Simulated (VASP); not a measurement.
Set up this calculation in VASP 6.6.1, as the native input.

```yaml
Task: single point
Functional: PBE
Potentials_or_basis: VASP PAW PBE potentials, release 64 (Al, N)
Cutoff: 520 eV
k_mesh: 4 × 8 × 3
Occupations: gaussian, width 0.05 eV
Spin: no spin polarisation
Dipole_correction: no
Further_INCAR_settings: LREAL = Auto; ALGO = Normal; EDIFF = 1e-06; NBANDS = 46
```

The structure of AlN lies in POSCAR:

```
AlN
1.0
   -1.5651197814     -2.7108669814      5.0179796556
    1.5651197814     -2.7108669814      0.0000000000
    7.8255989072      2.1686935851      5.5197776212
Al N
8 8
Direct
    0.6581516535      0.9893240900      0.0981155127
    0.8331516535      0.4143240900      0.8481155127
    0.3831516535      0.4643240900      0.3481155127
    0.1081516535      0.9393240900      0.5981155127
    0.9289849868      0.2184907567      0.3064488460
    0.2039849868      0.7434907567      0.0564488460
    0.6539849868      0.6934907567      0.5564488460
    0.3789849868      0.1684907567      0.8064488460
    0.9347700132      0.7890142433      0.1935011540
    0.1097700132      0.2140142433      0.9435011540
    0.6597700132      0.2640142433      0.4435011540
    0.3847700132      0.7390142433      0.6935011540
    0.2056033465      0.0181809100      0.4018344873
    0.4806033465      0.5431809100      0.1518344873
    0.9306033465      0.4931809100      0.6518344873
    0.6556033465     -0.0318190900      0.9018344873
```

This cell differs from its parent crystal: the part above a cut slid along it.

These files were run (other wordings do the same):

INCAR

```
PREC = Accurate ; ENCUT = 520
EDIFF = 1E-6 ; ISMEAR = 0
SIGMA = 0.05 ; LREAL = Auto
LASPH = True ; NELM = 100
ALGO = Normal ; ISIF = 2
LWAVE = False ; LCHARG = False
GGA = PE ; NBANDS = 46
```

KPOINTS

```
Automatic mesh
0
Gamma
  4 8 3
```

Potentials or basis: VASP PAW PBE potentials, release 64 (Al, N).

Command:

```bash
$ cat potpaw_PBE.64/Al/POTCAR potpaw_PBE.64/N/POTCAR > POTCAR
$ mpirun -np 1 vasp_std > vasp.out
```

It gave:

- Pressure: 1.9 GPa
- Largest force: 4.563 eV/Å
- Band gap on the k mesh: 3.36 eV

Caveat: the cell differs from its parent crystal (the part above a cut slid along it); the stress differs along the axes, from -4 to 10 GPa; forces of over 1 eV/Å act on the atoms, so gaps and moduli don't describe the material at rest.

Wall time 8.5 min on 1 thread of Intel(R) Xeon(R) Platinum 8375C CPU @ 2.90GHz (Ice Lake), with other jobs on the host, peak memory 0.42 GiB.
